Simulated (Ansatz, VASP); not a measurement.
## Two plane-wave programs on CuPdS2

Contents of INCAR:

```
ALGO = Normal
EDIFF = 1E-6
ENCUT = 520
ISIF = 2
ISMEAR = 0
ISPIN = 2
LASPH = T
LCHARG = F
LDAU = T
LDAUJ = 0.7 0.7 0
LDAUL = 2 2 -1
LDAUPRINT = 1
LDAUTYPE = 1
LDAUU = 2 2 0
LMAXMIX = 4
LORBIT = 11
LREAL = F
LWAVE = F
MAGMOM = 1 2 0 0
NBANDS = 28
NELM = 150
PREC = Accurate
SIGMA = 0.05
```

File KPOINTS:

```
k-points
0
Gamma
  6 6 6
```

File POSCAR:

```
CuPdS2
1.0
    1.8180735300      1.0496652400      6.6003006700
   -1.8180735300      1.0496652400      6.6003006700
    0.0000000000     -2.0993304800      6.6003006700
Cu Pd S
1 1 2
Direct
    0.5000000000      0.5000000000      0.5000000000
    0.0000000000      0.0000000000      0.0000000000
    0.2667000000      0.2667000000      0.2667000000
    0.7333000000      0.7333000000      0.7333000000
```

Input for Ansatz:

```yaml
crystal:
  lattice:
    - [1.81807353, 1.04966524, 6.60030067]
    - [-1.81807353, 1.04966524, 6.60030067]
    - [0.0, -2.09933048, 6.60030067]
  atoms:
    - { symbol: Cu, position: [0.5, 0.5, 0.5], spin: 1.0 }
    - { symbol: Pd, position: [0.0, 0.0, 0.0], spin: 2.0 }
    - { symbol: S, position: [0.2667, 0.2667, 0.2667] }
    - { symbol: S, position: [0.7333, 0.7333, 0.7333] }
basis:
  ecutwfc: 420
  ecutrho_ratio: 4
kpoints:
  mp_grid: { grid: [6, 6, 6] }
hamiltonian:
  xc: lda
  hubbard:
    sites:
      - { site: 0, l: d, u: 2.0, j: 0.7 }
      - { site: 1, l: d, u: 2.0, j: 0.7 }
scf:
  occupations: { method: gaussian, width: 0.05 }
  lower_state_search: "off"
  max_iter: 150
output:
  forces: true
  stress: true
  eigenvalues: true
  populations: true
  hubbard: { sites: [{ site: 0, l: d }, { site: 1, l: d }] }
magnetization:
  spin_polarized: true
```

Alike in both runs: task single point; functional LDA; k mesh 6 × 6 × 6; occupations gaussian, width 0.05 eV; collinear spin; Hubbard terms Cu d U = 2.0 eV, J = 0.7 eV, Pd d U = 2.0 eV, J = 0.7 eV.

|  | VASP | Ansatz |
| --- | --- | --- |
| version | VASP 6.6.1 | Ansatz 0.2.0 |
| potentials or method | VASP PAW LDA potentials, release 64 (Cu, Pd, S), cutoff 520 eV | scalar-relativistic, plane waves, PAW |
| valence electrons in the cell | 33 | 49 |

```csv
,VASP,Ansatz,Ansatz less VASP
gap on the k mesh at the Fermi level (eV),none,none,-
pressure (GPa),-15.2,-14.7,+0.50
"traceless stress, the component that is largest in VASP (GPa)",-1.99,-2.01,-0.015
rms of the force components (eV/Å),0.126,0.142,+0.0158
net moment per atom (μB),0.00,0.00,0.000
```

LDA's correlation is that of Perdew and Zunger in VASP and of Perdew and Wang (1992) in Ansatz. The programs project onto different local orbitals, so the same U acts differently, and such runs can settle in different states. Atom by atom the forces differ by 0.016 eV/Å (rms over components). A gap of «none» marks a metal or a gap that the smearing closes. VASP's potentials hold 33 valence electrons a cell and Ansatz's 49, so a difference there can come from the potentials and not from the codes. Ansatz's warnings: filled band counts differ across k points, seeded moment not kept.
